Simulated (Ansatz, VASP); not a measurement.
# Two plane-wave programs on ZnAu

```
Au Zn
1.0
     3.08406    0.00000    0.00000
     0.00000    3.08406    0.00000
     0.00000    0.00000    3.14700
Au Zn
1 1
Direct
  0.00000 0.00000 0.00000
  0.50000 0.50000 0.50000
```

Alike in both runs: functional PBE; k mesh 7 × 7 × 7; occupations fermi-dirac, width 0.05 eV; no spin polarisation.

|  | VASP | Ansatz |
| --- | --- | --- |
| version | VASP 6.6.1 | Ansatz 0.2.0 |
| potentials or method | VASP PAW PBE potentials, release 64 (Au, Zn) | Ansatz PAW |
| plane-wave cutoff (eV) | 520 | 420 |
| valence electrons in the cell | 23 | 31 |
| task | single point | band structure |

Ansatz gave:

| Property | Result |
| --- | --- |
| gap on the k mesh at the Fermi level (eV) | none |
| pressure (GPa) | 10.9 |
| traceless stress, the component that is largest in VASP (GPa) | 1.55 |

**Question.** Estimate VASP's values.

**Answer.** gap on the k mesh at the Fermi level (eV): none; pressure (GPa): 11.1; traceless stress, the component that is largest in VASP (GPa): 1.55.

A gap of «none» marks a metal or a gap that the smearing closes. VASP's potentials hold 23 valence electrons a cell and Ansatz's 31, so a difference there can come from the potentials and not from the codes.

Neither program's run includes spin-orbit coupling.
